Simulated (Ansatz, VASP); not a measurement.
BaTiO3 in VASP and in Ansatz

The input INCAR:

```
SYSTEM = BaTiO3
PREC     = Accurate       ! precision mode
ENCUT    = 600            ! plane-wave cutoff, eV
EDIFF    = 1E-7           ! SCF threshold, eV
ISMEAR   = 0              ! smearing method
SIGMA    = 0.02           ! smearing width, eV
LREAL    = .False.        ! projectors in reciprocal space
LASPH    = .True.         ! aspherical terms in the spheres
NELM     = 120            ! most SCF steps
ALGO     = Normal         ! electronic algorithm
ISIF     = 3              ! what is computed and relaxed
LWAVE    = .False.        ! write WAVECAR
LCHARG   = .False.        ! write CHGCAR
GGA      = PE             ! functional
IBRION   = 2              ! ionic algorithm
NSW      = 100            ! ionic steps
EDIFFG   = -0.002         ! ionic threshold
GGA_COMPAT= .False.      
NELMIN   = 4
```

Contents of KPOINTS:

```
regular mesh
0
Gamma
  6 6 6
  0 0 0
```

File POSCAR:

```
BaTiO3
1.0
    0.0000000000      4.0060000000      4.0060000000
    4.0060000000      0.0000000000      4.0060000000
    4.0060000000      4.0060000000      0.0000000000
Ba Ti O
2 2 6
Direct
    0.2500000000      0.2500000000      0.2500000000
    0.7500000000      0.7500000000      0.7500000000
    0.0000000000      0.0000000000      0.0000000000
    0.5000000000      0.5000000000      0.5000000000
   -0.2500000000      0.2500000000      0.2500000000
    0.2500000000     -0.2500000000      0.2500000000
    0.2500000000      0.2500000000     -0.2500000000
    0.2500000000      0.7500000000      0.7500000000
    0.7500000000      0.2500000000      0.7500000000
    0.7500000000      0.7500000000      0.2500000000
```

Input for Ansatz:

```yaml
crystal:
  lattice:
    - [0.0, 4.006, 4.006]
    - [4.006, 0.0, 4.006]
    - [4.006, 4.006, 0.0]
  atoms:
    - { symbol: Ba, position: [0.25, 0.25, 0.25] }
    - { symbol: Ti, position: [0.0, 0.0, 0.0] }
    - { symbol: O, position: [-0.25, 0.25, 0.25] }
    - { symbol: O, position: [0.25, -0.25, 0.25] }
    - { symbol: O, position: [0.25, 0.25, -0.25] }
    - { symbol: Ba, position: [0.75, 0.75, 0.75] }
    - { symbol: Ti, position: [0.5, 0.5, 0.5] }
    - { symbol: O, position: [0.25, 0.75, 0.75] }
    - { symbol: O, position: [0.75, 0.25, 0.75] }
    - { symbol: O, position: [0.75, 0.75, 0.25] }
basis:
  ecutwfc: 420
kpoints:
  mp_grid: { grid: [6, 6, 6] }
hamiltonian:
  xc: pbe
  pseudopotentials: { kind: paw }
scf:
  occupations: { method: gaussian, width: 0.02 }
output:
  forces: true
  stress: true
  eigenvalues: true
  write_density: true
  write_potential: true
  elf: true
  volumetric_format: npy
relax:
  adjacent_minimum: "off"
  f_tol: 0.002
  max_steps: 80
  cell: { stress_tol: 0.02 }
```

Alike in both runs: task relaxation of cell and atoms; functional PBE; k mesh 6 × 6 × 6; occupations gaussian, width 0.02 eV; no spin polarisation.

|  | VASP | Ansatz |
| --- | --- | --- |
| version | VASP 6.6.1 | Ansatz 0.2.0 |
| potentials or method | VASP PAW PBE potentials, release 64 (Ba_sv, Ti_sv, O), cutoff 600 eV | scalar-relativistic, plane waves, PAW |
| valence electrons in the cell | 80 | 80 |

|  | VASP | Ansatz | Ansatz less VASP |
| --- | --- | --- | --- |
| gap on the k mesh at the Fermi level, each at its own relaxed structure (eV) | 1.70 | 1.78 | +0.082 |
| relaxed volume (Å³/atom) | 13.11 | 12.99 | -0.123 |

Neither program's run includes spin-orbit coupling.
